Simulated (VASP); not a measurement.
# Na (Im-3m) in VASP: further runs

Na is run at these levels: PBE; tasks: single point.

Program: VASP 6.6.1. These are calculated values, not measurements. Logs are shortened: lines on timing, memory, paths and dates and some standing lists are left out, and cuts for length are marked.

## 1. The cell of the first run

The structure is cubic, space group Im-3m (No. 229). The conventional cell has a = 4.249 Å, b = 4.249 Å, c = 4.249 Å, α = 90.00°, β = 90.00°, γ = 90.00°. Within 4.8 Å of Na (site symmetry m-3m) lie 14 Na at 3.68 to 4.25 Å.

## 2. Single point, PBE (38.36 Å³/atom)

The input, INCAR:

```
SYSTEM = Na
PREC = Accurate
ENCUT = 520
EDIFF = 1E-6
ISMEAR = -1
SIGMA = 0.05
LREAL = .FALSE.
LASPH = .TRUE.
NELM = 60
ALGO = Normal
ISIF = 2
LWAVE = .FALSE.
LCHARG = .FALSE.
GGA = PE
NBANDS = 10
```

The input, KPOINTS:

```
regular mesh
0
G
  12 12 12
  0 0 0
```

The input, POSCAR:

```
Na
1.0
   -2.1245349354      2.1245349354      2.1245349354
    2.1245349354     -2.1245349354      2.1245349354
    2.1245349354      2.1245349354     -2.1245349354
Na
1
Direct
    0.0000000000      0.0000000000      0.0000000000
```

Potentials or basis: VASP PAW PBE potentials, release 64 (Na_pv).

The run is started by

```sh
$ cat potpaw_PBE.64/Na_pv/POTCAR > POTCAR
$ mpirun -np 1 vasp_std > vasp.out
```

OUTCAR:

```text
SYSTEM = Na
   PREC = Accurate
   ENCUT = 520
   EDIFF = 1E-6
   ISMEAR = -1
   LREAL = .FALSE.
   LASPH = .TRUE.
   NELM = 60
   ISIF = 2
   GGA = PE

 ion  position               nearest neighbor table
   1  0.000  0.000  0.000-

  LATTYP: Found a body centered cubic cell.
 ALAT       =     4.2490698708

  Lattice vectors:

 A1 = (  -2.1245349354,   2.1245349354,   2.1245349354)
 A2 = (   2.1245349354,  -2.1245349354,   2.1245349354)
 A3 = (   2.1245349354,   2.1245349354,  -2.1245349354)

Analysis of symmetry for initial positions (statically):
=====================================================================
 Subroutine PRICEL returns:
 Original cell was already a primitive cell.

 Routine SETGRP: Setting up the symmetry group for a
 body centered cubic supercell.

 Subroutine GETGRP returns: Found 48 space group operations
 (whereof 48 operations were pure point group operations)
 out of a pool of 48 trial point group operations.

The static configuration has the point symmetry O_h .

Analysis of symmetry for dynamics (positions and initial velocities):
=====================================================================
 Subroutine PRICEL returns:
 Original cell was already a primitive cell.

 Routine SETGRP: Setting up the symmetry group for a
 body centered cubic supercell.

 Subroutine GETGRP returns: Found 48 space group operations
 (whereof 48 operations were pure point group operations)
 out of a pool of 48 trial point group operations.

The dynamic configuration has the point symmetry O_h .

 Subroutine INISYM returns: Found 48 space group operations
 (whereof 48 operations are pure point group operations),
 and found     1 'primitive' translations

----------------------------------------------------------------------------------------

                                     Primitive cell

  volume of cell :      38.3576

  direct lattice vectors                    reciprocal lattice vectors
    -2.124534935  2.124534935  2.124534935     0.000000000  0.235345624  0.235345624
     2.124534935 -2.124534935  2.124534935     0.235345624  0.000000000  0.235345624
     2.124534935  2.124534935 -2.124534935     0.235345624  0.235345624  0.000000000

  length of vectors
     3.679802451  3.679802451  3.679802451     0.332828973  0.332828973  0.332828973

  position of ions in fractional coordinates (direct lattice)
     0.000000000  0.000000000  0.000000000
[... 78 lines left out ...]
   EDIFFG = 0.1E-04   stopping-criterion for IOM
   NSW    =      0    number of steps for IOM
   IBRION =     -1    ionic relax: 0-MD 1-quasi-New 2-CG
   NFREE  =      0    steps in history (QN), initial steepest desc. (CG)
   ISIF   =      2    stress and relaxation
   ISYM   =      2    0-nonsym 1-usesym 2-fastsym
   POTIM  = 0.5000    time-step for ionic-motion
   TEBEG  =    0.0;   TEEND  =   0.0 temperature during run
   PSTRESS=    0.0 pullay stress
   NELECT =       7.0000    total number of electrons
   NUPDOWN=      -1.0000    fix difference up-down
   EMIN   =  10.00;   EMAX   =-10.00  energy-range for DOS
   EFERMI =   0.00;   METHOD = LEGACY
   ISMEAR =    -1;   SIGMA  =   0.05  broadening in eV -4-tet -1-fermi 0-gaus
   EFERMI_NEDOS =   21; number of points for ismear=-14 and -15
   IALGO  =     38    algorithm
   IMIX   =      4    mixing-type and parameters
     AMIX     =   0.40;   BMIX     =  1.00
     AMIX_MAG =   1.60;   BMIX_MAG =  1.00
  volume/ion in A,a.u.               =      38.36       258.85
  Fermi-wavevector in a.u.,A,eV,Ry     =   0.928589  1.754779 11.732004  0.862278
  Thomas-Fermi vector in A             =   2.054782
   LORBIT       =      0    0 simple, 1 ext, 2 COOP (PROOUT), +10 PAW based schemes
   GGA     = PE    functional components
   LHFCALC =     F    Hartree Fock is set to
   AEXX    =    0.0000 exact exchange contribution
   IVDW    =     0    specifies the selected vdW correction
   LEPSILON=     F    determine dielectric tensor
   LRPA    =     F    only Hartree local field effects (RPA)
 non-spin polarized calculation
  energy-cutoff  :      520.00
  volume of cell :       38.36
 maximum number of plane-waves:      1055
   NGX = 13   NGY = 13   NGZ = 13

 number of electron       7.0000013 magnetization

 Free energy of the ion-electron system (eV)
  ---------------------------------------------------
  ext. energy  EPLUGINS =         0.00000000
  ---------------------------------------------------
  free energy    TOTEN  =        -1.31015001 eV

  energy without entropy =       -1.30472931  energy(sigma->0) =       -1.30743966

 E-fermi :   0.1980     XC(G=0):  -6.4142

 val. band max:        0.1618776348   @ k =  -0.3333   0.4167   0.1667
 cond. band min:       0.2717516644   @ k =   0.3333   0.1667   0.0000
 fundamental gap:      0.1098740296
 Fermi energy:         0.1979951835

 k-point     1 :       0.0000    0.0000    0.0000
  band No.  band energies     occupation
      1     -24.6961      2.00000
      2     -24.6961      2.00000
      3     -24.6961      2.00000
      4      -2.9743      2.00000
      5      11.7451      0.00000
      6      11.7452      0.00000
      7      11.7452      0.00000
      8      12.7270      0.00000
      9      12.7270      0.00000
     10      13.2690      0.00000
[... 287 lines left out ...]
 k-point    24 :       0.4167    0.0833    0.0833
  band No.  band energies     occupation
      1     -24.7253      2.00000
      2     -24.7080      2.00000
      3     -24.6980      2.00000
      4       1.1944      0.00000
      5       1.6413      0.00000
      6       6.3419      0.00000
      7       7.3546      0.00000
      8      11.7035      0.00000
      9      12.4427      0.00000
     10      16.2748      0.00000

 [... further k-points ...]

------------------------ aborting loop because EDIFF is reached ----------------------------------------

  FORCE on cell =-STRESS in cart. coord.  units (eV):
  Direction    XX          YY          ZZ          XY          YZ          ZX
  --------------------------------------------------------------------------------------
  -------------------------------------------------------------------------------------
  Total       -0.0682374     -0.0682374     -0.0682374      0.0000000      0.0000000     -0.0000000
  in kB       -2.8502383     -2.8502383     -2.8502383      0.0000000      0.0000000     -0.0000000
  external PRESSURE =      -2.8502383 kB  Pullay stress =       0.0000000 kB

 VOLUME and BASIS-vectors are now :
 -----------------------------------------------------------------------------
  energy-cutoff  :      520.00
  volume of cell :       38.36
      direct lattice vectors                 reciprocal lattice vectors
    -2.124534935  2.124534935  2.124534935     0.000000000  0.235345624  0.235345624
     2.124534935 -2.124534935  2.124534935     0.235345624  0.000000000  0.235345624
     2.124534935  2.124534935 -2.124534935     0.235345624  0.235345624  0.000000000

 POSITION                                       TOTAL-FORCE (eV/Angst)
 -----------------------------------------------------------------------------------
      0.00000      0.00000      0.00000         0.000000     -0.000000     -0.000000
 -----------------------------------------------------------------------------------
    total drift:                               -0.000000     -0.000000      0.000000

  FREE ENERGIE OF THE ION-ELECTRON SYSTEM (eV)
  ---------------------------------------------------
  free  energy   TOTEN  =        -1.3101500086 eV

  energy  without entropy=       -1.3047293095  energy(sigma->0) =       -1.30743966
```

Wall time 16 s (1 thread of AMD EPYC 7R43 (Zen 3), shared host); peak memory 0.12 GiB.

What came out:

```
Free energy            : -1.3102 eV
Pressure               : -0.3 GPa
Band gap on the k mesh : zero (an odd number of electrons rules out a gap without spin polarisation)
```

## 3. Single point, PBE (38.74 Å³/atom)

This run uses another cell than the first one, of 38.74 Å³/atom.

INCAR: that of step 2 with these lines changed.

```diff
@@ -8,3 +8,3 @@
 LASPH = .TRUE.
-NELM = 60
+NELM = 80
 ALGO = Normal
```

The input, KPOINTS:

```
Automatic mesh
0
G
  12 12 12
  0 0 0
```

The input, POSCAR:

```
Na
1.0
   -2.1315235875      2.1315235875      2.1315235875
    2.1315235875     -2.1315235875      2.1315235875
    2.1315235875      2.1315235875     -2.1315235875
Na
1
Direct
    0.0000000000      0.0000000000      0.0000000000
```

Potentials or basis: VASP PAW PBE potentials, release 64 (Na_pv).

The run is started by

```sh
$ cat potpaw_PBE.64/Na_pv/POTCAR > POTCAR
$ mpirun -np 1 vasp_std > vasp.out
```

Run time: 21 s. Hardware: 1 thread of AMD EPYC 7R43 (Zen 3), shared host; peak memory 0.13 GiB.

The run converged. Its results:

| Property | Result |
| --- | --- |
| Free energy | -1.3095 eV |
| Pressure | -0.4 GPa |
| Band gap on the k mesh | zero (an odd number of electrons rules out a gap without spin polarisation) |

Levels at points of the mesh, in eV from the Fermi level:
```csv
k point,band 1,band 2,band 3,band 4,band 5,band 6,band 7
"(0.00, 0.00, 0.00)",-24.90,-24.90,-24.90,-3.15,11.48,11.48,11.48
"(0.50, 0.00, 0.00)",-24.93,-24.91,-24.90,0.78,1.20,8.06,8.89
"(0.50, 0.50, 0.50)",-24.92,-24.92,-24.92,4.48,4.48,4.78,4.78
```

## 4. Single point, PBE (39.50 Å³/atom)

This run uses another cell than the first one, of 39.50 Å³/atom.

INCAR: that of step 3 with these lines changed.

```diff
@@ -8,3 +8,3 @@
 LASPH = .TRUE.
-NELM = 80
+NELM = 60
 ALGO = Normal
```

KPOINTS is that of step 3.

The input, POSCAR:

```
Na
1.0
   -2.1453650376      2.1453650376      2.1453650376
    2.1453650376     -2.1453650376      2.1453650376
    2.1453650376      2.1453650376     -2.1453650376
Na
1
Direct
    0.0000000000      0.0000000000      0.0000000000
```

The run is started by

```sh
$ cat potpaw_PBE.64/Na_pv/POTCAR > POTCAR
$ mpirun -np 1 vasp_std > vasp.out
```

Run time: 25 s. Hardware: 1 thread of AMD EPYC 7R43 (Zen 3), shared host; peak memory 0.12 GiB.

It converged, with:

```
Free energy            : -1.3076 eV
Pressure               : -0.5 GPa
Band gap on the k mesh : zero (an odd number of electrons rules out a gap without spin polarisation)
```

Levels at points of the mesh, in eV from the Fermi level:
| k point | band 1 | band 2 | band 3 | band 4 | band 5 | band 6 |
| --- | --- | --- | --- | --- | --- | --- |
| (0.00, 0.00, 0.00) | -24.92 | -24.92 | -24.92 | -3.11 | 11.36 | 11.36 |
| (0.50, 0.00, 0.00) | -24.95 | -24.93 | -24.92 | 0.78 | 1.18 | 7.98 |
| (0.50, 0.50, 0.50) | -24.94 | -24.94 | -24.94 | 4.45 | 4.45 | 4.72 |

## 5. The runs side by side

```tsv
cell	gap on the mesh (eV)	pressure (GPa)
a = 3.680 Å, angles 109.5°, 1 atom	none	-0.3
a = 3.692 Å, angles 109.5°, 1 atom	none	-0.4
a = 3.716 Å, angles 109.5°, 1 atom	none	-0.5
```

Alike in all rows: task single point; level PBE; potentials or basis VASP PAW PBE potentials, release 64 (Na_pv); no spin polarisation; k mesh 12 × 12 × 12; cutoff (eV) 520; smearing fermi-dirac 0.05 eV.

Total energies depend on the potentials used, so only differences within one code and one set of settings carry meaning.
